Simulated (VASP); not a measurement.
# Pt12C in VASP: a series of runs

Runs on Pt12C. Level: PBE. Tasks: single point.

Everything below comes from runs of VASP 6.6.1. Logs are shortened: lines on timing, memory, paths and dates and some standing lists are left out, and cuts for length are marked.

## 1. The cell of the first run

The cell holds a slab with vacuum, 13 atoms: a = 5.614 Å, b = 5.614 Å, c = 19.351 Å, α = 90.00°, β = 90.00°, γ = 90.00°.

## 2. Single point, PBE

Input file INCAR:

```
SYSTEM = Pt12C
PREC = Accurate
ENCUT = 520
EDIFF = 1E-6
ISMEAR = 0
SIGMA = 0.1
LREAL = .FALSE.
LASPH = .TRUE.
NELM = 120
ALGO = Normal
ISIF = 2
LWAVE = .FALSE.
LCHARG = .FALSE.
LDIPOL = .TRUE.
IDIPOL = 3
DIPOL = 0.5 0.5 0.317
GGA = PE
NBANDS = 74
GGA_COMPAT = .FALSE.
NELMDL = -8
```

Input file KPOINTS:

```
Automatic mesh
0
G
  5 5 1
  0 0 0
```

Input file POSCAR:

```
Pt12C
1.0
    5.6143281343      0.0000000000      0.0000000000
    0.0000000000      5.6143281343      0.0000000000
    0.0000000000      0.0000000000     19.3513792319
Pt C
12 1
Direct
    0.2500000000      0.2500000000      0.2067036128
    0.2500000000      0.7500000000      0.2067036128
    0.7500000000      0.2500000000      0.2067036128
    0.7500000000      0.7500000000      0.2067036128
    0.0000000000      0.0000000000      0.3062504947
    0.0000000000      0.5000000000      0.3062504947
    0.5000000000      0.0000000000      0.3062504947
    0.5000000000      0.5000000000      0.3062504947
    0.2500000000      0.2500000000      0.4057271132
    0.2500000000      0.7500000000      0.4057271132
    0.7500000000      0.2500000000      0.4057271132
    0.7500000000      0.7500000000      0.4057271132
    0.4166666667      0.5000000000      0.4488208796
```

Potentials or basis: VASP PAW PBE potentials, release 64 (Pt, C).

The run is started by

```
$ cat potpaw_PBE.64/Pt/POTCAR potpaw_PBE.64/C/POTCAR > POTCAR
$ mpirun -np 1 vasp_std > vasp.out
```

OUTCAR:

```text
SYSTEM = Pt12C
   PREC = Accurate
   ENCUT = 520
   EDIFF = 1E-6
   ISMEAR = 0
   LREAL = .FALSE.
   LASPH = .TRUE.
   NELM = 120
   ISIF = 2
   GGA = PE
   NELMDL = -8

 ion  position               nearest neighbor table
   1  0.250  0.250  0.207-   5 2.77   6 2.77   7 2.77   8 2.77   2 2.81   3 2.81   2 2.81   3 2.81

   2  0.250  0.750  0.207-   5 2.77   6 2.77   7 2.77   8 2.77   1 2.81   4 2.81   1 2.81   4 2.81

   3  0.750  0.250  0.207-   5 2.77   6 2.77   7 2.77   8 2.77   1 2.81   4 2.81   4 2.81   1 2.81

   4  0.750  0.750  0.207-   5 2.77   6 2.77   7 2.77   8 2.77   2 2.81   3 2.81   3 2.81   2 2.81

   5  0.000  0.000  0.306-   9 2.77  10 2.77  11 2.77  12 2.77   1 2.77   2 2.77   3 2.77   4 2.77
                             6 2.81   7 2.81   6 2.81   7 2.81
   6  0.000  0.500  0.306-   9 2.77  10 2.77  11 2.77  12 2.77   1 2.77   2 2.77   3 2.77   4 2.77
                             5 2.81   8 2.81   5 2.81   8 2.81
   7  0.500  0.000  0.306-   9 2.77  10 2.77  11 2.77  12 2.77   1 2.77   2 2.77   3 2.77   4 2.77
                             5 2.81   8 2.81   8 2.81   5 2.81
   8  0.500  0.500  0.306-   9 2.77  10 2.77  11 2.77  12 2.77   1 2.77   2 2.77   3 2.77   4 2.77
                             6 2.81   7 2.81   7 2.81   6 2.81
   9  0.250  0.250  0.406-  13 1.88   6 2.77   7 2.77   8 2.77   5 2.77  11 2.81  10 2.81  10 2.81
                            11 2.81
  10  0.250  0.750  0.406-  13 1.88   6 2.77   7 2.77   8 2.77   5 2.77  12 2.81   9 2.81   9 2.81
                            12 2.81
  11  0.750  0.250  0.406-  13 2.48   6 2.77   7 2.77   8 2.77   5 2.77  12 2.81   9 2.81  12 2.81
                             9 2.81
  12  0.750  0.750  0.406-  13 2.48   6 2.77   7 2.77   8 2.77   5 2.77  11 2.81  10 2.81  11 2.81
                            10 2.81
  13  0.417  0.500  0.449-   9 1.88  10 1.88  11 2.48  12 2.48

  LATTYP: Found a simple tetragonal cell.
 ALAT       =     5.6143281343
 C/A-ratio  =     3.4467845072

  Lattice vectors:

 A1 = (   5.6143281343,   0.0000000000,   0.0000000000)
 A2 = (   0.0000000000,   5.6143281343,   0.0000000000)
 A3 = (   0.0000000000,   0.0000000000,  19.3513792319)

Analysis of symmetry for initial positions (statically):
=====================================================================
 Subroutine PRICEL returns:
 Original cell was already a primitive cell.

 Routine SETGRP: Setting up the symmetry group for a
 simple tetragonal supercell.

 Subroutine GETGRP returns: Found  2 space group operations
 (whereof  2 operations were pure point group operations)
 out of a pool of 16 trial point group operations.

The static configuration has the point symmetry C_1h.

Analysis of symmetry for dynamics (positions and initial velocities):
=====================================================================
 Subroutine PRICEL returns:
 Original cell was already a primitive cell.

 Routine SETGRP: Setting up the symmetry group for a
 simple tetragonal supercell.

 Subroutine GETGRP returns: Found  2 space group operations
 (whereof  2 operations were pure point group operations)
 out of a pool of 16 trial point group operations.

The dynamic configuration has the point symmetry C_1h.

 Subroutine INISYM returns: Found  2 space group operations
 (whereof  2 operations are pure point group operations),
 and found     1 'primitive' translations

----------------------------------------------------------------------------------------

                                     Primitive cell

  volume of cell :     609.9686

  direct lattice vectors                    reciprocal lattice vectors
     5.614328134  0.000000000  0.000000000     0.178115703  0.000000000  0.000000000
     0.000000000  5.614328134  0.000000000     0.000000000  0.178115703  0.000000000
     0.000000000  0.000000000 19.351379232     0.000000000  0.000000000  0.051675903

  length of vectors
     5.614328134  5.614328134 19.351379232     0.178115703  0.178115703  0.051675903

  position of ions in fractional coordinates (direct lattice)
     0.250000000  0.250000000  0.206703613
     0.250000000  0.750000000  0.206703613
     0.750000000  0.250000000  0.206703613
     0.750000000  0.750000000  0.206703613
     0.000000000  0.000000000  0.306250495
     0.000000000  0.500000000  0.306250495
     0.500000000  0.000000000  0.306250495
     0.500000000  0.500000000  0.306250495
     0.250000000  0.250000000  0.405727113
     0.250000000  0.750000000  0.405727113
     0.750000000  0.250000000  0.405727113
     0.750000000  0.750000000  0.405727113
     0.416666667  0.500000000  0.448820880

  ion indices of the primitive-cell ions
   primitive index   ion index
                 1           1
                 2           2
                 3           3
                 4           4
                 5           5
                 6           6
                 7           7
                 8           8
                 9           9
                10          10
                11          11
                12          12
                13          13

----------------------------------------------------------------------------------------

 KPOINTS: Automatic mesh

Automatic generation of k-mesh.
 Grid dimensions read from file:
 generate k-points for:    5    5    1

 Generating k-lattice:

  Cartesian coordinates                     Fractional coordinates (reciprocal lattice)
     0.035623141  0.000000000  0.000000000     0.200000000  0.000000000  0.000000000
     0.000000000  0.035623141  0.000000000     0.000000000  0.200000000  0.000000000
     0.000000000  0.000000000  0.051675903     0.000000000  0.000000000  1.000000000

  Length of vectors
     0.035623141  0.035623141  0.051675903

  Shift w.r.t. Gamma in fractional coordinates (k-lattice)
     0.000000000  0.000000000  0.000000000

 Subroutine IBZKPT returns following result:
 ===========================================

 Found      9 irreducible k-points:

 Following reciprocal coordinates:
            Coordinates               Weight
  0.000000  0.000000  0.000000      1.000000
  0.200000  0.000000  0.000000      2.000000
  0.000000  0.200000  0.000000      2.000000
  0.400000  0.000000  0.000000      2.000000
  0.000000  0.400000  0.000000      2.000000
  0.200000  0.200000  0.000000      4.000000
  0.400000  0.200000  0.000000      4.000000
 -0.200000  0.400000  0.000000      4.000000
  0.400000  0.400000  0.000000      4.000000
   k-points           NKPTS =      9   k-points in BZ     NKDIM =      9   number of bands    NBANDS=     74
   number of dos      NEDOS =    301   number of ions     NIONS =     13
   total plane-waves  NPLWV = 254016
   dimension x,y,z NGX =    42 NGY =   42 NGZ =  144
   dimension x,y,z NGXF=    84 NGYF=   84 NGZF=  288
   ions per type =              12   1
   NGX,Y,Z   is equivalent  to a cutoff of  12.44, 12.44, 12.37 a.u.
   NGXF,Y,Z  is equivalent  to a cutoff of  24.87, 24.87, 24.74 a.u.
 SYSTEM =  Pt12C
   PREC   = accura    normal or accurate (medium, high low for compatibility)
   ISTART =      0    job   : 0-new  1-cont  2-samecut
   ICHARG =      2    charge: 1-file 2-atom 10-const
   ISPIN  =      1    spin polarized calculation?
   LNONCOLLINEAR =      F non collinear calculations
   LSORBIT =      F    spin-orbit coupling
   LASPH  =      T    aspherical Exc in radial PAW
   ENCUT  =  520.0 eV  38.22 Ry    6.18 a.u.  10.44 10.44 35.98*2*pi/ulx,y,z
   NELM   =    120;   NELMIN=  2; NELMDL= -8     # of ELM steps
   EDIFF  = 0.1E-05   stopping-criterion for ELM
   LREAL  =      F    real-space projection
   EDIFFG = 0.1E-04   stopping-criterion for IOM
   NSW    =      0    number of steps for IOM
   IBRION =     -1    ionic relax: 0-MD 1-quasi-New 2-CG
   NFREE  =      0    steps in history (QN), initial steepest desc. (CG)
   ISIF   =      2    stress and relaxation
   ISYM   =      2    0-nonsym 1-usesym 2-fastsym
   POTIM  = 0.5000    time-step for ionic-motion
   TEBEG  =    0.0;   TEEND  =   0.0 temperature during run
   PSTRESS=    0.0 pullay stress
   NELECT =     124.0000    total number of electrons
   NUPDOWN=      -1.0000    fix difference up-down
   EMIN   =  10.00;   EMAX   =-10.00  energy-range for DOS
   EFERMI =   0.00;   METHOD = LEGACY
   ISMEAR =     0;   SIGMA  =   0.10  broadening in eV -4-tet -1-fermi 0-gaus
   EFERMI_NEDOS =   21; number of points for ismear=-14 and -15
   IALGO  =     38    algorithm
   IMIX   =      4    mixing-type and parameters
     AMIX     =   0.40;   BMIX     =  1.00
     AMIX_MAG =   1.60;   BMIX_MAG =  1.00
  volume/ion in A,a.u.               =      46.92       316.64
  Fermi-wavevector in a.u.,A,eV,Ry     =   0.962601  1.819052 12.607163  0.926600
  Thomas-Fermi vector in A             =   2.092074
   LORBIT       =      0    0 simple, 1 ext, 2 COOP (PROOUT), +10 PAW based schemes
   GGA     = PE    functional components
   LHFCALC =     F    Hartree Fock is set to
   AEXX    =    0.0000 exact exchange contribution
   IVDW    =     0    specifies the selected vdW correction
   LEPSILON=     F    determine dielectric tensor
   LRPA    =     F    only Hartree local field effects (RPA)
 non-spin polarized calculation
 Gauss-broadening in eV      SIGMA  =   0.10
  energy-cutoff  :      520.00
  volume of cell :      609.97
 maximum number of plane-waves:     16469
 NGX is ok and might be reduce to    42
   NGX = 21   NGY = 21   NGZ = 71

 dipolmoment           0.000000      0.000000     -0.000588 electrons x Angstroem

 number of electron     124.0000010 magnetization

 dipolmoment           0.000000      0.000000      0.001129 electrons x Angstroem

 Free energy of the ion-electron system (eV)
  ---------------------------------------------------
  ext. energy  EPLUGINS =         0.00000000
  ---------------------------------------------------
  free energy    TOTEN  =       -73.89702995 eV

  energy without entropy =      -73.76215505  energy(sigma->0) =      -73.82959250

 E-fermi :  -0.5347     XC(G=0):  -5.1268

 val. band max:       -0.5405876253   @ k =   0.2000   0.2000   0.0000
 cond. band min:      -0.5299829543   @ k =   0.4000   0.0000   0.0000
 fundamental gap:      0.0106046711
 Fermi energy:        -0.5347339855

 k-point     1 :       0.0000    0.0000    0.0000
  band No.  band energies     occupation
      1     -12.8293      2.00000
      2      -9.2008      2.00000
      3      -7.5472      2.00000
      4      -7.3471      2.00000
      5      -7.2161      2.00000
      6      -7.0414      2.00000
[... 66 lines left out ...]
     73       2.3855      0.00000
     74       3.0660      0.00000

 k-point     2 :       0.2000    0.0000    0.0000
  band No.  band energies     occupation
      1     -12.7950      2.00000
      2      -9.0038      2.00000
      3      -7.5194      2.00000
      4      -7.2174      2.00000
      5      -7.1617      2.00000
      6      -6.9494      2.00000
[... 66 lines left out ...]
     73       2.8661      0.00000
     74       2.9585      0.00000

 k-point     3 :       0.0000    0.2000    0.0000
  band No.  band energies     occupation
      1     -12.7577      2.00000
      2      -9.0111      2.00000
      3      -7.6244      2.00000
      4      -7.2875      2.00000
      5      -7.1182      2.00000
      6      -6.9025      2.00000
[... 451 lines left out ...]
     73       3.1354      0.00000
     74       3.8191      0.00000

 k-point     9 :       0.4000    0.4000    0.0000
  band No.  band energies     occupation
      1     -12.5785      2.00000
      2      -7.7901      2.00000
      3      -7.3379      2.00000
      4      -6.9671      2.00000
      5      -6.7519      2.00000
      6      -6.4039      2.00000
[... 66 lines left out ...]
     73       2.9697      0.00000
     74       3.7693      0.00000

------------------------ aborting loop because EDIFF is reached ----------------------------------------

 vacuum level on the upper side and lower side of the slab       (xc-potential included)        -0.138        -0.131

  FORCE on cell =-STRESS in cart. coord.  units (eV):
  Direction    XX          YY          ZZ          XY          YZ          ZX
  --------------------------------------------------------------------------------------
  -------------------------------------------------------------------------------------
  Total       -9.6167984     -7.1502512      6.0294782      0.0000000      0.0000000      1.7961339
  in kB      -25.2600141    -18.7812449     15.8373607      0.0000000      0.0000000      4.7178245
  external PRESSURE =      -9.4012994 kB  Pullay stress =       0.0000000 kB

 VOLUME and BASIS-vectors are now :
 -----------------------------------------------------------------------------
  energy-cutoff  :      520.00
  volume of cell :      609.97
      direct lattice vectors                 reciprocal lattice vectors
     5.614328134  0.000000000  0.000000000     0.178115703  0.000000000  0.000000000
     0.000000000  5.614328134  0.000000000     0.000000000  0.178115703  0.000000000
     0.000000000  0.000000000 19.351379232     0.000000000  0.000000000  0.051675903

 POSITION                                       TOTAL-FORCE (eV/Angst)
 -----------------------------------------------------------------------------------
      1.40358      1.40358      4.00000        -0.001659      0.000439      0.006064
      1.40358      4.21075      4.00000        -0.001659     -0.000439      0.006064
      4.21075      1.40358      4.00000        -0.038781      0.042304     -0.171783
      4.21075      4.21075      4.00000        -0.038781     -0.042304     -0.171783
      0.00000      0.00000      5.92637        -0.117227      0.000000      0.331388
      0.00000      2.80716      5.92637        -0.260370      0.000000     -0.793623
      2.80716      0.00000      5.92637        -0.013302      0.000000     -0.696171
      2.80716      2.80716      5.92637         0.288661      0.000000     -1.349117
      1.40358      1.40358      7.85138        -0.545546     -1.170513      0.783287
      1.40358      4.21075      7.85138        -0.545546      1.170513      0.783287
      4.21075      1.40358      7.85138        -0.134759      0.234729      0.577919
      4.21075      4.21075      7.85138        -0.134759     -0.234729      0.577919
      2.33930      2.80716      8.68530         1.543729      0.000000      0.116548
 -----------------------------------------------------------------------------------
    total drift:                                0.000152      0.000000      0.000127

  FREE ENERGIE OF THE ION-ELECTRON SYSTEM (eV)
  ---------------------------------------------------
  free  energy   TOTEN  =       -73.8970299484 eV

  energy  without entropy=      -73.7621550498  energy(sigma->0) =      -73.82959250

 vacuum level on the upper side and lower side of the slab         5.034         5.041
```

Wall time 15 min (1 thread of Intel Xeon Platinum 8488C (Sapphire Rapids), shared host); peak memory 0.71 GiB.

Results:

- Free energy: -73.8970 eV
- Largest force: 1.548 eV/Å
- Band gap on the k mesh: zero (bands 62 and 63 overlap by 0.44 eV)

Forces in eV/Å, atoms in the order of the input:
```
Pt  -0.002  0.000  0.006
Pt  -0.002  0.000  0.006
Pt  -0.039  0.042 -0.172
Pt  -0.039 -0.042 -0.172
Pt  -0.117  0.000  0.331
Pt  -0.260  0.000 -0.794
Pt  -0.013  0.000 -0.696
Pt   0.289  0.000 -1.349
Pt  -0.546 -1.171  0.783
Pt  -0.546  1.171  0.783
Pt  -0.135  0.235  0.578
Pt  -0.135 -0.235  0.578
C    1.544  0.000  0.117
```

Levels at points of the mesh, in eV from the Fermi level:
| k point | band 60 | band 61 | band 62 | band 63 | band 64 | band 65 |
| --- | --- | --- | --- | --- | --- | --- |
| (0.00, 0.00, 0.00) | 0.04 | 0.07 | 0.38 | 0.38 | 0.51 | 0.80 |

Caveat: spin-orbit coupling is left out, which moves the levels of the heavy elements.

## 3. Single point, PBE

Input file INCAR:

```
PREC = Accurate
ENCUT = 520
EDIFF = 1E-6
ISMEAR = 0
SIGMA = 0.1
LREAL = F
LASPH = T
NELM = 120
ALGO = Normal
ISIF = 2
LWAVE = F
LCHARG = F
LDIPOL = T
IDIPOL = 3
DIPOL = 0.5 0.5 0.320
GGA = PE
NBANDS = 74
GGA_COMPAT = F
NELMDL = -8
```

Input file KPOINTS:

```
regular mesh
0
Gamma
  5 5 1
```

POSCAR, as its differences from that of step 2:

```diff
@@ -20,2 +20,2 @@
     0.7500000000      0.7500000000      0.4057271132
-    0.4166666667      0.5000000000      0.4488208796
+    0.2500000000      0.4166666667      0.4821461493
```

Potentials or basis: VASP PAW PBE potentials, release 64 (Pt, C).

The run is started by

```
$ cat potpaw_PBE.64/Pt/POTCAR potpaw_PBE.64/C/POTCAR > POTCAR
$ mpirun -np 1 vasp_std > vasp.out
```

Run time: 25 min. Hardware: 1 thread of Oxide Virtual Turin-like, shared host; peak memory 0.68 GiB.

Results (log left out):

```yaml
Free_energy: -72.7049 eV
Largest_force: 1.874 eV/Å
Band_gap_on_the_k_mesh: zero (bands 62 and 63 overlap by 0.34 eV)
```

Forces in eV/Å, atoms in the order of the input:
```
Pt   0.000  0.008  0.044
Pt   0.000  0.063  0.059
Pt   0.000 -0.025 -0.025
Pt   0.000 -0.149 -0.417
Pt  -0.001 -0.017 -0.144
Pt  -0.250  0.061 -0.490
Pt   0.001 -0.017 -0.144
Pt   0.250  0.061 -0.490
Pt   0.000 -1.439  0.195
Pt   0.000 -0.225  1.305
Pt   0.000 -0.092 -0.154
Pt   0.000 -0.088  0.036
C    0.000  1.861  0.226
```

Levels at points of the mesh, in eV from the Fermi level:
| k point | band 60 | band 61 | band 62 | band 63 | band 64 | band 65 |
| --- | --- | --- | --- | --- | --- | --- |
| (0.00, 0.00, 0.00) | 0.11 | 0.17 | 0.22 | 0.28 | 0.36 | 0.51 |

Caveat: spin-orbit coupling is left out, which moves the levels of the heavy elements.
